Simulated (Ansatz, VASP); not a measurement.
Two plane-wave programs on C

```
C
1.0
     0.00000    2.12700    3.34800
     1.22800    0.00000    3.34800
     1.22800    2.12700    0.00000
C
2
Direct
  0.15837 0.75202 0.07523
  0.83333 0.16667 0.83333
```

Alike in both runs: task single point; functional PBEsol; k mesh 14 × 14 × 14; occupations gaussian, width 0.05 eV; no spin polarisation.

```csv
,VASP,Ansatz
version,VASP 6.6.1,Ansatz 0.2.0
potentials or method,"VASP PAW PBE potentials, release 64 (C), cutoff 520 eV","scalar-relativistic, plane waves, PAW"
valence electrons in the cell,8,8
```

VASP gave:

```
gap on the k mesh at the Fermi level (eV)                     : none
pressure (GPa)                                                : 21.5
traceless stress, the component that is largest in VASP (GPa) : 37.03
rms of the force components (eV/Å)                            : 5.396
```

Problem. Estimate Ansatz's values.

Solution. gap on the k mesh at the Fermi level (eV): none; pressure (GPa): 21.1; traceless stress, the component that is largest in VASP (GPa): 36.38; rms of the force components (eV/Å): 5.377.

VASP's potentials were made for PBE, not for PBEsol. Atom by atom the forces differ by 0.026 eV/Å (rms over components). A gap of «none» marks a metal or a gap that the smearing closes. The functional is the same, so the differences come from potentials, cutoffs and numerics.
